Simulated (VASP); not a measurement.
Wanted: the native input for a VASP 6.6.1 run.

```
Task                   : single point
Functional             : PBE
Potentials or basis    : VASP PAW PBE potentials, release 64 (Mo_sv, H)
Cutoff                 : 520 eV
k mesh                 : 10 × 10 × 1
Occupations            : gaussian, width 0.1 eV
Spin                   : collinear spin
Starting moments       : [0.0, 0.0, 0.0, 1.0] μB
Dipole correction      : yes
Further INCAR settings : ALGO = Normal; EDIFF = 1e-07; NBANDS = 34
```

The structure of Mo3H lies in POSCAR:

```
Mo3H
1.0
    2.7370454666      0.0000000000      0.0000000000
   -0.9123484889      2.5805112132      0.0000000000
    0.0000000000      0.0000000000     21.3082440588
Mo H
3 1
Direct
    0.5000000000      0.5000000000      0.1877207708
    0.0000000000      0.0000000000      0.2888166433
    0.5000000000      0.5000000000      0.3899074948
    0.5000000000      0.5000000000      0.4495088395
```

The input as run:

INCAR

```
SYSTEM = Mo3H
  PREC = Accurate
  ENCUT = 520
  EDIFF = 1E-7
  ISMEAR = 0
  SIGMA = 0.1
  LREAL = .FALSE.
  LASPH = .TRUE.
  NELM = 150
  ALGO = Normal
  ISIF = 2
  LWAVE = .FALSE.
  LCHARG = .FALSE.
  ISPIN = 2
  MAGMOM = 0 0 0 1
  LORBIT = 11
  LMAXMIX = 4
  LDIPOL = .TRUE.
  IDIPOL = 3
  DIPOL = 0.5 0.5 0.329
  GGA = PE
  NBANDS = 34
```

KPOINTS

```
regular mesh
0
G
  10 10 1
  0 0 0
```

Potentials or basis: VASP PAW PBE potentials, release 64 (Mo_sv, H).

Launch:

```console
$ cat potpaw_PBE.64/Mo_sv/POTCAR potpaw_PBE.64/H/POTCAR > POTCAR
$ mpirun -np 1 vasp_std > vasp.out
```

Results of the run:

The largest force is 14.123 eV/Å. The net moment is 0.00 μB per cell and the valence electrons inside the program's atomic spheres are Mo 12.41, 12.57, 12.94; H 0.82.

Run time: 17 min on 1 thread of AMD EPYC 7R13, with other jobs on the host, peak memory 0.39 GiB.
